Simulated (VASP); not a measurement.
Runs of VASP 6.6.1 on LiCl. The structure is that of space group P6_3mc (No. 186), or close to it. The cells are those of the table. 

```tsv
task	level	potentials or basis	cell	cutoff (eV)	k mesh for the DOS	occupations for the DOS	gap on the mesh (eV)	largest force (eV/Å)
single point	PBE	VASP PAW PBE potentials, release 64 (Li_sv, Cl)	a = 3.667, b = 3.667, c = 6.511 Å, angles 90.0, 90.0, 120.0°, 4 atoms	520	-	-	6.10	0.02
single point	PBE	VASP PAW PBE potentials, release 64 (Li_sv, Cl)	a = 3.925, b = 3.925, c = 6.289 Å, angles 90.0, 90.0, 120.0°, 4 atoms	520	-	-	5.94	-
single point	PBE	VASP PAW PBE potentials, release 64 (Li_sv, Cl)	a = 3.925, b = 3.925, c = 6.357 Å, angles 90.0, 90.0, 120.0°, 4 atoms	520	-	-	(a)	(b)
relaxation of cell and atoms	PBE	VASP PAW PBE potentials, release 64 (Li_sv, Cl)	relaxed from a = 3.925, b = 3.925, c = 6.357 Å, angles 90.0, 90.0, 120.0°, 4 atoms	600	-	-	5.95	-
```

Alike in all rows: no spin polarisation; k mesh 9 × 9 × 4; smearing gaussian 0.02 eV.

Q: Fill in the values left out.

A: (a) 5.83; (b) 1.02.

Caveats: forces of over 1 eV/Å act on the atoms, so gaps and moduli don't describe the material at rest (some runs).

A k mesh can miss the band edges.
